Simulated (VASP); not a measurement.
# Li2S (Fm-3m) in VASP: further runs

Runs on Li2S. Level: PBE. Tasks: single point.

Program: VASP 6.6.1. These are calculated values, not measurements. Logs are shortened: lines on timing, memory, paths and dates and some standing lists are left out, and cuts for length are marked.

## 1. The cell of the first run

Symmetry: Fm-3m, No. 225, cubic system. The conventional cell has a = 5.685 Å, b = 5.685 Å, c = 5.685 Å, α = 90.00°, β = 90.00°, γ = 90.00°. Within 3.3 Å of S (site symmetry m-3m) lie 8 Li at 2.46 Å. Within 3.3 Å of Li (site symmetry -43m) lie 4 S at 2.46 Å and 6 Li at 2.84 Å.

## 2. Single point, PBE

File INCAR:

```
ALGO = Normal
EDIFF = 1E-6
ENCUT = 750
GGA = PE
GGA_COMPAT = False
ISIF = 2
ISMEAR = 0
LASPH = True
LCHARG = False
LREAL = False
LWAVE = False
NBANDS = 13
NELM = 120
PREC = Accurate
SIGMA = 0.02
```

File KPOINTS:

```
k-points
0
Gamma
  6 6 6
```

File POSCAR:

```
Li2S
1.0
    0.0000000000      2.8426698298      2.8426698298
    2.8426698298      0.0000000000      2.8426698298
    2.8426698298      2.8426698298      0.0000000000
S Li
1 2
Direct
    0.0000000000      0.0000000000      0.0000000000
    0.2500000000      0.2500000000      0.2500000000
    0.7500000000      0.7500000000      0.7500000000
```

Potentials or basis: VASP PAW PBE potentials, release 64 (S, Li_sv).

The run is started by

```bash
> cat potpaw_PBE.64/S/POTCAR potpaw_PBE.64/Li_sv/POTCAR > POTCAR
> mpirun -np 1 vasp_std > vasp.out
```

OUTCAR:

```text
EDIFF = 1E-6
   ENCUT = 750
   GGA = PE
   ISIF = 2
   ISMEAR = 0
   LASPH = True
   LREAL = False
   NELM = 120
   PREC = Accurate

 ion  position               nearest neighbor table
   1  0.000  0.000  0.000-   3 2.46   3 2.46   3 2.46   2 2.46   3 2.46   2 2.46   2 2.46   2 2.46

   2  0.250  0.250  0.250-   1 2.46   1 2.46   1 2.46   1 2.46
   3  0.750  0.750  0.750-   1 2.46   1 2.46   1 2.46   1 2.46

  LATTYP: Found a face centered cubic cell.
 ALAT       =     5.6853396596

  Lattice vectors:

 A1 = (   0.0000000000,   2.8426698298,   2.8426698298)
 A2 = (   2.8426698298,   0.0000000000,   2.8426698298)
 A3 = (   2.8426698298,   2.8426698298,   0.0000000000)

Analysis of symmetry for initial positions (statically):
=====================================================================
 Subroutine PRICEL returns:
 Original cell was already a primitive cell.

 Routine SETGRP: Setting up the symmetry group for a
 face centered cubic supercell.

 Subroutine GETGRP returns: Found 48 space group operations
 (whereof 48 operations were pure point group operations)
 out of a pool of 48 trial point group operations.

The static configuration has the point symmetry O_h .

Analysis of symmetry for dynamics (positions and initial velocities):
=====================================================================
 Subroutine PRICEL returns:
 Original cell was already a primitive cell.

 Routine SETGRP: Setting up the symmetry group for a
 face centered cubic supercell.

 Subroutine GETGRP returns: Found 48 space group operations
 (whereof 48 operations were pure point group operations)
 out of a pool of 48 trial point group operations.

The dynamic configuration has the point symmetry O_h .

 Subroutine INISYM returns: Found 48 space group operations
 (whereof 48 operations are pure point group operations),
 and found     1 'primitive' translations

----------------------------------------------------------------------------------------

                                     Primitive cell

  volume of cell :      45.9419

  direct lattice vectors                    reciprocal lattice vectors
     0.000000000  2.842669830  2.842669830    -0.175890986  0.175890986  0.175890986
     2.842669830  0.000000000  2.842669830     0.175890986 -0.175890986  0.175890986
     2.842669830  2.842669830  0.000000000     0.175890986  0.175890986 -0.175890986

  length of vectors
     4.020142227  4.020142227  4.020142227     0.304652125  0.304652125  0.304652125

  position of ions in fractional coordinates (direct lattice)
     0.000000000  0.000000000  0.000000000
     0.250000000  0.250000000  0.250000000
     0.750000000  0.750000000  0.750000000

  ion indices of the primitive-cell ions
   primitive index   ion index
                 1           1
                 2           2
                 3           3

----------------------------------------------------------------------------------------

 KPOINTS: k-points

Automatic generation of k-mesh.
 Grid dimensions read from file:
 generate k-points for:    6    6    6

 Generating k-lattice:

  Cartesian coordinates                     Fractional coordinates (reciprocal lattice)
    -0.029315164  0.029315164  0.029315164     0.166666667  0.000000000  0.000000000
     0.029315164 -0.029315164  0.029315164     0.000000000  0.166666667  0.000000000
     0.029315164  0.029315164 -0.029315164     0.000000000  0.000000000  0.166666667

  Length of vectors
     0.050775354  0.050775354  0.050775354

  Shift w.r.t. Gamma in fractional coordinates (k-lattice)
     0.000000000  0.000000000  0.000000000

 Subroutine IBZKPT returns following result:
 ===========================================

 Found     16 irreducible k-points:

 Following reciprocal coordinates:
            Coordinates               Weight
  0.000000  0.000000  0.000000      1.000000
  0.166667  0.000000  0.000000      8.000000
  0.333333  0.000000  0.000000      8.000000
  0.500000  0.000000  0.000000      4.000000
  0.166667  0.166667  0.000000      6.000000
  0.333333  0.166667  0.000000     24.000000
[... 8 lines left out ...]
 -0.333333  0.333333  0.166667     24.000000
 -0.333333  0.500000  0.166667     12.000000
   k-points           NKPTS =     16   k-points in BZ     NKDIM =     16   number of bands    NBANDS=     13
   number of dos      NEDOS =    301   number of ions     NIONS =      3
   total plane-waves  NPLWV =  46656
   dimension x,y,z NGX =    36 NGY =   36 NGZ =   36
   dimension x,y,z NGXF=    72 NGYF=   72 NGZF=   72
   ions per type =               1   2
   NGX,Y,Z   is equivalent  to a cutoff of  14.89, 14.89, 14.89 a.u.
   NGXF,Y,Z  is equivalent  to a cutoff of  29.77, 29.77, 29.77 a.u.
 SYSTEM =  unknown system
   PREC   = accura    normal or accurate (medium, high low for compatibility)
   ISTART =      0    job   : 0-new  1-cont  2-samecut
   ICHARG =      2    charge: 1-file 2-atom 10-const
   ISPIN  =      1    spin polarized calculation?
   LNONCOLLINEAR =      F non collinear calculations
   LSORBIT =      F    spin-orbit coupling
   LASPH  =      T    aspherical Exc in radial PAW
   ENCUT  =  750.0 eV  55.12 Ry    7.42 a.u.   8.98  8.98  8.98*2*pi/ulx,y,z
   NELM   =    120;   NELMIN=  2; NELMDL= -5     # of ELM steps
   EDIFF  = 0.1E-05   stopping-criterion for ELM
   LREAL  =      F    real-space projection
   EDIFFG = 0.1E-04   stopping-criterion for IOM
   NSW    =      0    number of steps for IOM
   IBRION =     -1    ionic relax: 0-MD 1-quasi-New 2-CG
   NFREE  =      0    steps in history (QN), initial steepest desc. (CG)
   ISIF   =      2    stress and relaxation
   ISYM   =      2    0-nonsym 1-usesym 2-fastsym
   POTIM  = 0.5000    time-step for ionic-motion
   TEBEG  =    0.0;   TEEND  =   0.0 temperature during run
   PSTRESS=    0.0 pullay stress
   NELECT =      12.0000    total number of electrons
   NUPDOWN=      -1.0000    fix difference up-down
   EMIN   =  10.00;   EMAX   =-10.00  energy-range for DOS
   EFERMI =   0.00;   METHOD = LEGACY
   ISMEAR =     0;   SIGMA  =   0.02  broadening in eV -4-tet -1-fermi 0-gaus
   EFERMI_NEDOS =   21; number of points for ismear=-14 and -15
   IALGO  =     38    algorithm
   IMIX   =      4    mixing-type and parameters
     AMIX     =   0.40;   BMIX     =  1.00
     AMIX_MAG =   1.60;   BMIX_MAG =  1.00
  volume/ion in A,a.u.               =      15.31       103.34
  Fermi-wavevector in a.u.,A,eV,Ry     =   1.046483  1.977566 14.900102  1.095127
  Thomas-Fermi vector in A             =   2.181323
   LORBIT       =      0    0 simple, 1 ext, 2 COOP (PROOUT), +10 PAW based schemes
   GGA     = PE    functional components
   LHFCALC =     F    Hartree Fock is set to
   AEXX    =    0.0000 exact exchange contribution
   IVDW    =     0    specifies the selected vdW correction
   LEPSILON=     F    determine dielectric tensor
   LRPA    =     F    only Hartree local field effects (RPA)
 non-spin polarized calculation
 Gauss-broadening in eV      SIGMA  =   0.02
  energy-cutoff  :      750.00
  volume of cell :       45.94
 maximum number of plane-waves:      2168
   NGX = 17   NGY = 17   NGZ = 17

 number of electron      11.9999997 magnetization

 Free energy of the ion-electron system (eV)
  ---------------------------------------------------
  ext. energy  EPLUGINS =         0.00000000
  ---------------------------------------------------
  free energy    TOTEN  =       -11.99425927 eV

  energy without entropy =      -11.99425927  energy(sigma->0) =      -11.99425927

 E-fermi :   1.7677     XC(G=0):  -8.5328

 val. band max:        1.5038290240   @ k =   0.0000   0.0000   0.0000
 cond. band min:       4.8895583509   @ k =   0.5000   0.5000   0.0000
 fundamental gap:      3.3857293269
 Fermi energy:         1.7676998838

 k-point     1 :       0.0000    0.0000    0.0000
  band No.  band energies     occupation
      1     -42.6549      2.00000
      2     -42.6112      2.00000
      3      -9.5387      2.00000
      4       1.5038      2.00000
      5       1.5038      2.00000
      6       1.5038      2.00000
      7       5.8074      0.00000
      8       7.7373      0.00000
      9       7.7373      0.00000
     10       7.7373      0.00000
     11      12.7011      0.00000
     12      12.7011      0.00000
     13      13.9658      0.00000

 k-point     2 :       0.1667    0.0000    0.0000
  band No.  band energies     occupation
      1     -42.6518      2.00000
      2     -42.6139      2.00000
      3      -9.4396      2.00000
      4       0.5452      2.00000
      5       1.3559      2.00000
      6       1.3559      2.00000
      7       6.4689      0.00000
      8       8.1129      0.00000
      9       8.1129      0.00000
     10       8.3491      0.00000
     11      11.4696      0.00000
     12      11.4696      0.00000
     13      14.2291      0.00000

 k-point     3 :       0.3333    0.0000    0.0000
  band No.  band energies     occupation
      1     -42.6434      2.00000
      2     -42.6215      2.00000
      3      -9.2215      2.00000
      4      -0.8255      2.00000
      5       1.1026      2.00000
      6       1.1026      2.00000
      7       7.2758      0.00000
      8       8.2635      0.00000
      9       8.2635      0.00000
     10       9.4820      0.00000
     11      11.9528      0.00000
     12      11.9528      0.00000
     13      14.9361      0.00000
[... 177 lines left out ...]
 k-point    15 :      -0.3333    0.3333    0.1667
  band No.  band energies     occupation
      1     -42.6320      2.00000
      2     -42.6320      2.00000
      3      -8.9968      2.00000
      4      -0.8711      2.00000
      5      -0.0554      2.00000
      6       0.3195      2.00000
      7       7.1612      0.00000
      8       8.4307      0.00000
      9      10.5206      0.00000
     10      11.0129      0.00000
     11      11.2889      0.00000
     12      13.2864      0.00000
     13      14.8625      0.00000

 k-point    16 :      -0.3333    0.5000    0.1667
  band No.  band energies     occupation
      1     -42.6356      2.00000
      2     -42.6283      2.00000
      3      -8.9638      2.00000
      4      -0.5119      2.00000
      5      -0.1919      2.00000
      6      -0.1412      2.00000
      7       6.1870      0.00000
      8       9.4571      0.00000
      9       9.8895      0.00000
     10      11.6014      0.00000
     11      13.0341      0.00000
     12      13.9602      0.00000
     13      14.1359      0.00000

------------------------ aborting loop because EDIFF is reached ----------------------------------------

  FORCE on cell =-STRESS in cart. coord.  units (eV):
  Direction    XX          YY          ZZ          XY          YZ          ZX
  --------------------------------------------------------------------------------------
  -------------------------------------------------------------------------------------
  Total        0.0913460      0.0913460      0.0913460      0.0000000      0.0000000      0.0000000
  in kB        3.1855984      3.1855984      3.1855984      0.0000000      0.0000000      0.0000000
  external PRESSURE =       3.1855984 kB  Pullay stress =       0.0000000 kB

 VOLUME and BASIS-vectors are now :
 -----------------------------------------------------------------------------
  energy-cutoff  :      750.00
  volume of cell :       45.94
      direct lattice vectors                 reciprocal lattice vectors
     0.000000000  2.842669830  2.842669830    -0.175890986  0.175890986  0.175890986
     2.842669830  0.000000000  2.842669830     0.175890986 -0.175890986  0.175890986
     2.842669830  2.842669830  0.000000000     0.175890986  0.175890986 -0.175890986

 POSITION                                       TOTAL-FORCE (eV/Angst)
 -----------------------------------------------------------------------------------
      0.00000      0.00000      0.00000         0.000000      0.000000     -0.000000
      1.42133      1.42133      1.42133         0.000000      0.000000      0.000000
      4.26400      4.26400      4.26400        -0.000000     -0.000000     -0.000000
 -----------------------------------------------------------------------------------
    total drift:                                0.000000      0.000000      0.000000

  FREE ENERGIE OF THE ION-ELECTRON SYSTEM (eV)
  ---------------------------------------------------
  free  energy   TOTEN  =       -11.9942592697 eV

  energy  without entropy=      -11.9942592697  energy(sigma->0) =      -11.99425927
```

It took 19 s on 1 thread of AMD EPYC 9R45 (Zen 5), shared host; peak memory 0.16 GiB.

Results:

```yaml
Free_energy: -11.9943 eV
Pressure: 0.3 GPa
Band_gap_on_the_k_mesh: 3.39 eV, indirect (least direct gap 4.30 eV)
```

Levels at points of the mesh, in eV from the valence-band top:
```tsv
k point	band 4	band 5	band 6	band 7	band 8	band 9
(0.00, 0.00, 0.00)	0.00	0.00	0.00	4.30	6.23	6.23
(0.50, 0.00, 0.00)	-2.90	-0.51	-0.51	6.13	6.58	6.58
(0.50, 0.50, 0.00)	-2.18	-1.43	-1.43	3.39	7.10	11.14
```

A k mesh can miss the band edges.

## 3. Single point, PBE

This run uses another cell than the first one, of 15.47 Å³/atom, 1.010 times its volume.

File INCAR:

```
SYSTEM = Li2S
PREC = Accurate
ENCUT = 750
EDIFF = 1E-6
ISMEAR = 0
SIGMA = 0.02
LREAL = .FALSE.
LASPH = .TRUE.
NELM = 120
ALGO = Normal
ISIF = 2
LWAVE = .FALSE.
LCHARG = .TRUE.
GGA = PE
LELF = .TRUE.
LVHAR = .TRUE.
NBANDS = 13
GGA_COMPAT = .FALSE.
```

File KPOINTS:

```
regular mesh
0
G
  6 6 6
  0 0 0
```

File POSCAR:

```
Li2S
1.0
    0.0000000000      2.8522090618      2.8522090618
    2.8522090618      0.0000000000      2.8522090618
    2.8522090618      2.8522090618      0.0000000000
S Li
1 2
Direct
    0.0000000000      0.0000000000      0.0000000000
    0.2500000000      0.2500000000      0.2500000000
    0.7500000000      0.7500000000      0.7500000000
```

Potentials or basis: VASP PAW PBE potentials, release 64 (S, Li_sv).

The run is started by

```bash
> cat potpaw_PBE.64/S/POTCAR potpaw_PBE.64/Li_sv/POTCAR > POTCAR
> mpirun -np 1 vasp_std > vasp.out
```

OUTCAR:

```text
SYSTEM = Li2S
   PREC = Accurate
   ENCUT = 750
   EDIFF = 1E-6
   ISMEAR = 0
   LREAL = .FALSE.
   LASPH = .TRUE.
   NELM = 120
   ISIF = 2
   GGA = PE

 ion  position               nearest neighbor table
   1  0.000  0.000  0.000-   3 2.47   3 2.47   3 2.47   2 2.47   3 2.47   2 2.47   2 2.47   2 2.47

   2  0.250  0.250  0.250-   1 2.47   1 2.47   1 2.47   1 2.47
   3  0.750  0.750  0.750-   1 2.47   1 2.47   1 2.47   1 2.47

  LATTYP: Found a face centered cubic cell.
 ALAT       =     5.7044181236

[... 437 lines left out ...]

  FORCE on cell =-STRESS in cart. coord.  units (eV):
  Direction    XX          YY          ZZ          XY          YZ          ZX
  --------------------------------------------------------------------------------------
  -------------------------------------------------------------------------------------
  Total       -0.0283325     -0.0283325     -0.0283325     -0.0000000     -0.0000000      0.0000000
  in kB       -0.9781847     -0.9781847     -0.9781847     -0.0000000     -0.0000000      0.0000000
  external PRESSURE =      -0.9781847 kB  Pullay stress =       0.0000000 kB

 VOLUME and BASIS-vectors are now :
 -----------------------------------------------------------------------------
  energy-cutoff  :      750.00
  volume of cell :       46.41
      direct lattice vectors                 reciprocal lattice vectors
     0.000000000  2.852209062  2.852209062    -0.175302718  0.175302718  0.175302718
     2.852209062  0.000000000  2.852209062     0.175302718 -0.175302718  0.175302718
     2.852209062  2.852209062  0.000000000     0.175302718  0.175302718 -0.175302718

 POSITION                                       TOTAL-FORCE (eV/Angst)
 -----------------------------------------------------------------------------------
      0.00000      0.00000      0.00000        -0.000000     -0.000000     -0.000000
      1.42610      1.42610      1.42610        -0.000000     -0.000000     -0.000000
      4.27831      4.27831      4.27831         0.000000      0.000000      0.000000
 -----------------------------------------------------------------------------------
    total drift:                                0.000000      0.000000      0.000000

  FREE ENERGIE OF THE ION-ELECTRON SYSTEM (eV)
  ---------------------------------------------------
  free  energy   TOTEN  =       -11.9948306273 eV

  energy  without entropy=      -11.9948306273  energy(sigma->0) =      -11.99483063
```

stdout:

```text
POSCAR found type information on POSCAR S Li
 POSCAR found :  2 types and       3 ions
 scaLAPACK will be used
 LDA part: xc-table for (Slater+PW92), standard interpolation
 POSCAR, INCAR and KPOINTS ok, starting setup
 FFT: planning ... GRIDC
 FFT: planning ... GRID_SOFT
 FFT: planning ... GRID
 WAVECAR not read
 entering main loop
```

Wall time 19 s (1 thread of AMD EPYC 9R45 (Zen 5), shared host); peak memory 0.15 GiB.

What came out:

```
Free energy            : -11.9948 eV
Pressure               : -0.1 GPa
Band gap on the k mesh : 3.39 eV, indirect (least direct gap 4.25 eV)
```

## 4. Single point, PBE

This run uses another cell than the first one, of 15.62 Å³/atom, 1.020 times its volume.

File INCAR:

```
SYSTEM = Li2S
PREC     = Accurate       ! precision mode
ENCUT    = 750            ! plane-wave cutoff, eV
EDIFF    = 1E-6           ! SCF threshold, eV
ISMEAR   = 0              ! smearing method
SIGMA    = 0.02           ! smearing width, eV
LREAL    = .FALSE.        ! projectors in reciprocal space
LASPH    = .TRUE.         ! aspherical terms in the spheres
NELM     = 120            ! most SCF steps
ALGO     = Normal         ! electronic algorithm
ISIF     = 2              ! what is computed and relaxed
LWAVE    = .FALSE.        ! write WAVECAR
LCHARG   = .TRUE.         ! write CHGCAR
GGA      = PE             ! functional
LELF     = .TRUE.         ! ELF
LVHAR    = .TRUE.       
NBANDS   = 13             ! bands
GGA_COMPAT= .FALSE.
```

KPOINTS is that of step 3.

File POSCAR:

```
Li2S
1.0
    0.0000000000      2.8616849090      2.8616849090
    2.8616849090      0.0000000000      2.8616849090
    2.8616849090      2.8616849090      0.0000000000
S Li
1 2
Direct
    0.0000000000      0.0000000000      0.0000000000
    0.2500000000      0.2500000000      0.2500000000
    0.7500000000      0.7500000000      0.7500000000
```

The run is started by

```bash
> cat potpaw_PBE.64/S/POTCAR potpaw_PBE.64/Li_sv/POTCAR > POTCAR
> mpirun -np 1 vasp_std > vasp.out
```

Wall time 22 s (1 thread of AMD EPYC 9R45 (Zen 5), shared host); peak memory 0.16 GiB.

Results (log left out):

```
Free energy            : -11.9943 eV
Pressure               : -0.5 GPa
Band gap on the k mesh : 3.40 eV, indirect (least direct gap 4.20 eV)
```

Levels at points of the mesh, in eV from the valence-band top:
| k point | band 4 | band 5 | band 6 | band 7 | band 8 | band 9 |
| --- | --- | --- | --- | --- | --- | --- |
| (0.00, 0.00, 0.00) | 0.00 | 0.00 | 0.00 | 4.20 | 6.22 | 6.22 |
| (0.50, 0.00, 0.00) | -2.83 | -0.50 | -0.50 | 6.04 | 6.57 | 6.57 |
| (0.50, 0.50, 0.00) | -2.14 | -1.39 | -1.39 | 3.40 | 7.05 | 10.99 |

A k mesh can miss the band edges. PBE gaps usually lie below the measured ones, often by a third to a half.

## 5. Summary

```tsv
cell	gap on the mesh (eV)	pressure (GPa)
a = 4.020 Å, angles 60.0°, 3 atoms	3.39	0.3
a = 4.034 Å, angles 60.0°, 3 atoms	3.39	-0.1
a = 4.047 Å, angles 60.0°, 3 atoms	3.40	-0.5
```

Alike in all rows: task single point; level PBE; potentials or basis VASP PAW PBE potentials, release 64 (S, Li_sv); no spin polarisation; k mesh 6 × 6 × 6; cutoff (eV) 750; smearing gaussian 0.02 eV.

Total energies depend on the potentials used, so only differences within one code and one set of settings carry meaning.
